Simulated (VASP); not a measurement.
# Si (P2_1) in VASP: single point with PBE

Aim: the single point of Si with PBE.

All numbers are computed with VASP 6.6.1; they aren't measurements. Logs are shortened: lines on timing, memory, paths and dates and some standing lists are left out, and cuts for length are marked.

### 1 The cell of the first run

The structure is monoclinic, space group P2_1 (No. 4). Conventional cell: a = 3.868 Å, b = 5.470 Å, c = 3.868 Å, α = 90.00°, β = 90.00°, γ = 90.00°. Within 3.0 Å of Si (site symmetry 1) lie 4 Si at 2.30 to 2.44 Å. Within 3.0 Å of Si (site symmetry 1) lie 4 Si at 2.30 to 2.44 Å.

### 2 Single point, PBE (atoms displaced along several vibrational modes)

File INCAR:

```
PREC = Accurate ; ENCUT = 520
EDIFF = 1E-6 ; ISMEAR = 0
SIGMA = 0.05 ; LREAL = False
LASPH = True ; NELM = 100
ALGO = Normal ; ISIF = 2
LWAVE = False ; LCHARG = False
GGA = PE ; NBANDS = 16
```

File KPOINTS:

```
Automatic mesh
0
Gamma
  8 8 6
```

File POSCAR:

```
Si
1.0
    0.0000000000     -2.7347607592     -2.7347607592
    0.0000000000      2.7347607592     -2.7347607592
    5.4695215184      0.0000000000      0.0000000000
Si
4
Direct
    0.5163556643      0.5104023542      0.0000000000
   -0.0163556643     -0.0104023542      0.5000000000
    0.9955432726      0.4665856781      0.2500000000
    0.5044567274      0.0334143219      0.7500000000
```

Potentials or basis: VASP PAW PBE potentials, release 64 (Si).

Run with:

```
cat potpaw_PBE.64/Si/POTCAR > POTCAR
mpirun -np 1 vasp_std > vasp.out
```

OUTCAR:

```text
PREC = Accurate
   ENCUT = 520
   EDIFF = 1E-6
   ISMEAR = 0
   LREAL = False
   LASPH = True
   NELM = 100
   ISIF = 2
   GGA = PE

 ion  position               nearest neighbor table
   1  0.516  0.510  0.000-   4 2.30   3 2.31   3 2.44   4 2.44
   2  0.984  0.990  0.500-   3 2.30   4 2.31   4 2.44   3 2.44
   3  0.996  0.467  0.250-   2 2.30   1 2.31   1 2.44   2 2.44
   4  0.504  0.033  0.750-   1 2.30   2 2.31   2 2.44   1 2.44

  LATTYP: Found a simple tetragonal cell.
 ALAT       =     3.8675357555
 C/A-ratio  =     1.4142135624

  Lattice vectors:

 A1 = (   0.0000000000,  -2.7347607592,  -2.7347607592)
 A2 = (   0.0000000000,   2.7347607592,  -2.7347607592)
 A3 = (   5.4695215184,   0.0000000000,   0.0000000000)

Analysis of symmetry for initial positions (statically):
=====================================================================
 Subroutine PRICEL returns:
 Original cell was already a primitive cell.

 Routine SETGRP: Setting up the symmetry group for a
 simple tetragonal supercell.

 Subroutine GETGRP returns: Found  2 space group operations
 (whereof  1 operations were pure point group operations)
 out of a pool of 16 trial point group operations.

The static configuration has the point symmetry C_1 .
 The point group associated with its full space group is C_2 .

Analysis of symmetry for dynamics (positions and initial velocities):
=====================================================================
 Subroutine PRICEL returns:
 Original cell was already a primitive cell.

 Routine SETGRP: Setting up the symmetry group for a
 simple tetragonal supercell.

 Subroutine GETGRP returns: Found  2 space group operations
 (whereof  1 operations were pure point group operations)
 out of a pool of 16 trial point group operations.

The dynamic configuration has the point symmetry C_1 .
 The point group associated with its full space group is C_2 .

 Subroutine INISYM returns: Found  2 space group operations
 (whereof  1 operations are pure point group operations),
 and found     1 'primitive' translations

----------------------------------------------------------------------------------------

                                     Primitive cell

  volume of cell :      81.8122

  direct lattice vectors                    reciprocal lattice vectors
     0.000000000 -2.734760759 -2.734760759     0.000000000 -0.182831349 -0.182831349
     0.000000000  2.734760759 -2.734760759     0.000000000  0.182831349 -0.182831349
     5.469521518  0.000000000  0.000000000     0.182831349  0.000000000  0.000000000

  length of vectors
     3.867535756  3.867535756  5.469521518     0.258562574  0.258562574  0.182831349

  position of ions in fractional coordinates (direct lattice)
     0.516355664  0.510402354  0.000000000
     0.983644336  0.989597646  0.500000000
     0.995543273  0.466585678  0.250000000
     0.504456727  0.033414322  0.750000000

  ion indices of the primitive-cell ions
   primitive index   ion index
                 1           1
                 2           2
                 3           3
                 4           4

----------------------------------------------------------------------------------------

 KPOINTS: Automatic mesh

Automatic generation of k-mesh.
 Grid dimensions read from file:
 generate k-points for:    8    8    6

 Generating k-lattice:

  Cartesian coordinates                     Fractional coordinates (reciprocal lattice)
     0.000000000 -0.022853919 -0.022853919     0.125000000  0.000000000  0.000000000
     0.000000000  0.022853919 -0.022853919     0.000000000  0.125000000  0.000000000
     0.030471892  0.000000000  0.000000000     0.000000000  0.000000000  0.166666667

  Length of vectors
     0.032320322  0.032320322  0.030471892

  Shift w.r.t. Gamma in fractional coordinates (k-lattice)
     0.000000000  0.000000000  0.000000000

 Subroutine IBZKPT returns following result:
 ===========================================

 Found    136 irreducible k-points:

 Following reciprocal coordinates:
            Coordinates               Weight
  0.000000  0.000000  0.000000      1.000000
  0.125000  0.000000  0.000000      2.000000
  0.000000  0.125000  0.000000      2.000000
  0.250000  0.000000  0.000000      2.000000
  0.000000  0.250000  0.000000      2.000000
  0.375000  0.000000  0.000000      2.000000
[... 16 lines left out ...]
 -0.250000  0.250000  0.000000      2.000000
  0.375000  0.250000  0.000000      2.000000
 [... further k-points ...]
   k-points           NKPTS =    136   k-points in BZ     NKDIM =    136   number of bands    NBANDS=     16
   number of dos      NEDOS =    301   number of ions     NIONS =      4
   total plane-waves  NPLWV =  37800
   dimension x,y,z NGX =    30 NGY =   30 NGZ =   42
   dimension x,y,z NGXF=    60 NGYF=   60 NGZF=   84
   ions per type =               4
   NGX,Y,Z   is equivalent  to a cutoff of  12.90, 12.90, 12.77 a.u.
   NGXF,Y,Z  is equivalent  to a cutoff of  25.79, 25.79, 25.53 a.u.
 SYSTEM =  unknown system
   PREC   = accura    normal or accurate (medium, high low for compatibility)
   ISTART =      0    job   : 0-new  1-cont  2-samecut
   ICHARG =      2    charge: 1-file 2-atom 10-const
   ISPIN  =      1    spin polarized calculation?
   LNONCOLLINEAR =      F non collinear calculations
   LSORBIT =      F    spin-orbit coupling
   LASPH  =      T    aspherical Exc in radial PAW
   ENCUT  =  520.0 eV  38.22 Ry    6.18 a.u.   7.19  7.19 10.17*2*pi/ulx,y,z
   NELM   =    100;   NELMIN=  2; NELMDL= -5     # of ELM steps
   EDIFF  = 0.1E-05   stopping-criterion for ELM
   LREAL  =      F    real-space projection
   EDIFFG = 0.1E-04   stopping-criterion for IOM
   NSW    =      0    number of steps for IOM
   IBRION =     -1    ionic relax: 0-MD 1-quasi-New 2-CG
   NFREE  =      0    steps in history (QN), initial steepest desc. (CG)
   ISIF   =      2    stress and relaxation
   ISYM   =      2    0-nonsym 1-usesym 2-fastsym
   POTIM  = 0.5000    time-step for ionic-motion
   TEBEG  =    0.0;   TEEND  =   0.0 temperature during run
   PSTRESS=    0.0 pullay stress
   NELECT =      16.0000    total number of electrons
   NUPDOWN=      -1.0000    fix difference up-down
   EMIN   =  10.00;   EMAX   =-10.00  energy-range for DOS
   EFERMI =   0.00;   METHOD = LEGACY
   ISMEAR =     0;   SIGMA  =   0.05  broadening in eV -4-tet -1-fermi 0-gaus
   EFERMI_NEDOS =   21; number of points for ismear=-14 and -15
   IALGO  =     38    algorithm
   IMIX   =      4    mixing-type and parameters
     AMIX     =   0.40;   BMIX     =  1.00
     AMIX_MAG =   1.60;   BMIX_MAG =  1.00
  volume/ion in A,a.u.               =      20.45       138.02
  Fermi-wavevector in a.u.,A,eV,Ry     =   0.950259  1.795730 12.285964  0.902993
  Thomas-Fermi vector in A             =   2.078619
   LORBIT       =      0    0 simple, 1 ext, 2 COOP (PROOUT), +10 PAW based schemes
   GGA     = PE    functional components
   LHFCALC =     F    Hartree Fock is set to
   AEXX    =    0.0000 exact exchange contribution
   IVDW    =     0    specifies the selected vdW correction
   LEPSILON=     F    determine dielectric tensor
   LRPA    =     F    only Hartree local field effects (RPA)
 non-spin polarized calculation
 Gauss-broadening in eV      SIGMA  =   0.05
  energy-cutoff  :      520.00
  volume of cell :       81.81
 maximum number of plane-waves:      2248
 NGX is ok and might be reduce to    30
   NGX = 15   NGY = 15   NGZ = 21

 number of electron      15.9999999 magnetization

 Free energy of the ion-electron system (eV)
  ---------------------------------------------------
  ext. energy  EPLUGINS =         0.00000000
  ---------------------------------------------------
  free energy    TOTEN  =       -21.51660025 eV

  energy without entropy =      -21.51660025  energy(sigma->0) =      -21.51660025

 E-fermi :   5.8514     XC(G=0):  -9.3308

 val. band max:        5.6565072460   @ k =   0.0000   0.0000   0.0000
 cond. band min:       6.1927025947   @ k =   0.5000   0.5000   0.0000
 fundamental gap:      0.5361953487
 Fermi energy:         5.8514469603

 k-point     1 :       0.0000    0.0000    0.0000
  band No.  band energies     occupation
      1      -6.2172      2.00000
      2      -2.1645      2.00000
      3      -2.1302      2.00000
      4       2.8094      2.00000
      5       2.8431      2.00000
      6       5.4861      2.00000
[... 8 lines left out ...]
     15      13.1877      0.00000
     16      13.2770      0.00000

 k-point     2 :       0.1250    0.0000    0.0000
  band No.  band energies     occupation
      1      -6.0842      2.00000
      2      -2.2322      2.00000
      3      -1.9879      2.00000
      4       2.1713      2.00000
      5       2.9270      2.00000
      6       4.6042      2.00000
[... 8 lines left out ...]
     15      12.7045      0.00000
     16      13.0847      0.00000

 k-point     3 :       0.0000    0.1250    0.0000
  band No.  band energies     occupation
      1      -6.0840      2.00000
      2      -2.2024      2.00000
      3      -2.0175      2.00000
      4       2.1548      2.00000
      5       2.9346      2.00000
      6       4.5532      2.00000
[... 8 lines left out ...]
     15      12.6928      0.00000
     16      13.0846      0.00000

 k-point     4 :       0.2500    0.0000    0.0000
  band No.  band energies     occupation
      1      -5.6915      2.00000
      2      -2.5665      2.00000
      3      -1.5575      2.00000
      4       1.4129      2.00000
      5       2.9778      2.00000
      6       3.2198      2.00000
[... 8 lines left out ...]
     15      11.9385      0.00000
     16      12.8619      0.00000
[... 324 lines left out ...]
 k-point    22 :       0.2500    0.2500    0.0000
  band No.  band energies     occupation
      1      -5.1637      2.00000
      2      -2.0105      2.00000
      3      -1.9701      2.00000
      4       1.8148      2.00000
      5       1.8509      2.00000
      6       2.1505      2.00000
[... 8 lines left out ...]
     15      11.3269      0.00000
     16      11.3669      0.00000

 k-point    23 :      -0.2500    0.2500    0.0000
  band No.  band energies     occupation
      1      -5.1638      2.00000
      2      -2.0091      2.00000
      3      -1.9708      2.00000
      4       1.8182      2.00000
      5       1.8514      2.00000
      6       2.1339      2.00000
[... 8 lines left out ...]
     15      11.2947      0.00000
     16      11.3780      0.00000

 k-point    24 :       0.3750    0.2500    0.0000
  band No.  band energies     occupation
      1      -4.5343      2.00000
      2      -2.7390      2.00000
      3      -1.2914      2.00000
      4       0.9200      2.00000
      5       1.7912      2.00000
      6       2.3194      2.00000
[... 8 lines left out ...]
     15      12.2975      0.00000
     16      12.9423      0.00000

 [... further k-points ...]

------------------------ aborting loop because EDIFF is reached ----------------------------------------

  FORCE on cell =-STRESS in cart. coord.  units (eV):
  Direction    XX          YY          ZZ          XY          YZ          ZX
  --------------------------------------------------------------------------------------
  -------------------------------------------------------------------------------------
  Total        0.3347175      0.2633638     -0.0449314      0.0000000     -0.0871350      0.0000000
  in kB        6.5549737      5.1576124     -0.8799196      0.0000000     -1.7064165      0.0000000
  external PRESSURE =       3.6108889 kB  Pullay stress =       0.0000000 kB

 VOLUME and BASIS-vectors are now :
 -----------------------------------------------------------------------------
  energy-cutoff  :      520.00
  volume of cell :       81.81
      direct lattice vectors                 reciprocal lattice vectors
     0.000000000 -2.734760759 -2.734760759     0.000000000 -0.182831349 -0.182831349
     0.000000000  2.734760759 -2.734760759     0.000000000  0.182831349 -0.182831349
     5.469521518  0.000000000  0.000000000     0.182831349  0.000000000  0.000000000

 POSITION                                       TOTAL-FORCE (eV/Angst)
 -----------------------------------------------------------------------------------
      0.00000     -0.01628     -2.80794         0.080179      1.120302      0.085852
      2.73476      0.01628     -5.39634         0.080179     -1.120302     -0.085852
      1.36738     -1.44657     -3.99857        -0.080179      0.236578     -1.313795
      4.10214     -1.28819     -1.47095        -0.080179     -0.236578      1.313795
 -----------------------------------------------------------------------------------
    total drift:                               -0.000010      0.000000      0.000000

  FREE ENERGIE OF THE ION-ELECTRON SYSTEM (eV)
  ---------------------------------------------------
  free  energy   TOTEN  =       -21.5166002492 eV

  energy  without entropy=      -21.5166002492  energy(sigma->0) =      -21.51660025
```

It took 99 s on 1 thread of Intel Xeon Platinum 8488C (Sapphire Rapids), shared host; peak memory 0.26 GiB.

What came out:

```yaml
Free_energy: -21.5166 eV
Pressure: 0.4 GPa
Largest_force: 1.337 eV/Å
Band_gap_on_the_k_mesh: 0.54 eV (least direct gap 0.65 eV)
```

Forces in eV/Å, atoms in the order of the input:
```
Si   0.080  1.120  0.086
Si   0.080 -1.120 -0.086
Si  -0.080  0.237 -1.314
Si  -0.080 -0.237  1.314
```

Levels at points of the mesh, in eV from the valence-band top:
```
           k point  band 4  band 5  band 6  band 7  band 8  band 9  band 10  band 11  band 12  band 13
(0.00, 0.00, 0.00)   -2.85   -2.81   -0.17   -0.02    0.00    0.65     0.77     2.50     2.55     2.60
(0.50, 0.00, 0.00)   -5.15   -3.82   -3.64   -1.47   -1.19    2.21     2.40     4.47     4.71     5.05
(0.00, 0.50, 0.00)   -5.15   -3.84   -3.64   -1.46   -1.14    2.24     2.45     4.42     4.68     5.05
(0.50, 0.50, 0.00)   -7.31   -2.99   -2.87   -2.86   -2.69    0.54     0.72     0.74     0.81     9.51
(0.00, 0.00, 0.50)   -3.60   -1.88   -1.88   -1.84   -1.84    1.08     1.08     2.97     2.97     5.66
(0.50, 0.00, 0.50)   -6.89   -1.40   -1.40   -1.04   -1.04    1.40     1.40     3.14     3.14     3.46
(0.00, 0.50, 0.50)   -6.91   -1.38   -1.38   -1.06   -1.06    1.39     1.39     3.17     3.17     3.45
(0.50, 0.50, 0.50)   -7.35   -3.90   -3.90   -3.69   -3.69    3.89     3.89     4.33     4.33     4.79
```

Caveat: the cell differs from its parent crystal (atoms displaced along several vibrational modes); semilocal functionals underestimate gaps, and a narrow one can read as zero; forces of over 1 eV/Å act on the atoms, so gaps and moduli don't describe the material at rest.
